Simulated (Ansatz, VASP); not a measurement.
# Two plane-wave programs on Si3IrRu

```
Si Ru Ir
1.0
     4.59457    0.00000    0.00000
    -2.29728    3.97901    0.00000
     0.00000    0.00000    5.01542
Si Ru Ir
3 1 1
Cartesian
  2.2973 0.0000 0.7282
  -1.1486 1.9895 0.7282
  1.1486 1.9895 0.7282
  0.0000 0.0000 2.0110
  0.0000 0.0000 4.3990
```

Alike in both runs: functional PBE; k mesh 5 × 5 × 4; occupations gaussian, width 0.2 eV; no spin polarisation.

Ansatz relaxed the structure, and its values are those at the end. VASP's run is a single point on that final structure, the one shown.

|  | VASP | Ansatz |
| --- | --- | --- |
| version | VASP 6.6.1 | Ansatz 0.2.0 |
| potentials or method | VASP PAW PBE potentials, release 64 (Si, Ru_pv, Ir), cutoff 500 eV | scalar-relativistic, plane waves, PAW |
| valence electrons in the cell | 35 | 45 |

|  | VASP | Ansatz | Ansatz less VASP |
| --- | --- | --- | --- |
| gap on the k mesh at the Fermi level (eV) | none | none | - |
| pressure (GPa) | 0.1 | 0.0 | -0.02 |
| rms of the force components (eV/Å) | 0.006 | 0.001 | -0.0049 |

A gap of «none» marks a metal or a gap that the smearing closes. With one functional, cell and mesh, what is left measures potentials, basis and numerics. VASP's potentials hold 35 valence electrons a cell and Ansatz's 45, so a difference there can come from the potentials and not from the codes.

Spin-orbit coupling is off throughout.
